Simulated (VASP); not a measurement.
Mn, 2 atoms in the cell. Symmetry: Fd-3m, No. 227, cubic system. The conventional cell has a = 4.919 Å, b = 4.919 Å, c = 4.919 Å, α = 90.00°, β = 90.00°, γ = 90.00°. Mn (site symmetry -43m) has 4 Mn at 2.13 Å within 2.8 Å. 

```yaml
Program: VASP 6.6.1
Task: relaxation of cell and atoms
Functional: PBEsol
Potentials_or_basis: VASP PAW PBE potentials, release 64 (Mn_pv)
Cutoff: 600 eV
k_mesh: 20 × 20 × 20
Occupations: gaussian, width 0.1 eV
Spin: no spin polarisation
Dipole_correction: no
Further_INCAR_settings: ALGO = Normal; EDIFF = 1e-06; IBRION = 2; EDIFFG = -0.01; NSW = 100; ISIF = 3
```

Potentials or basis: VASP PAW PBE potentials, release 64 (Mn_pv).

The run is started by

```console
$ cat potpaw_PBE.64/Mn_pv/POTCAR > POTCAR
$ mpirun -np 1 vasp_std > vasp.out
```

Hardware: 1 thread of Intel(R) Xeon(R) Platinum 8259CL CPU @ 2.50GHz (Skylake/Cascade Lake) (shared host).

Question: How long does it take, and how much memory?

Answer: Wall time 4 min on 1 thread of Intel(R) Xeon(R) Platinum 8259CL CPU @ 2.50GHz (Skylake/Cascade Lake), on a shared host, peak memory 0.26 GiB. Counts: scf iterations 27, k points 256, ion steps 3.
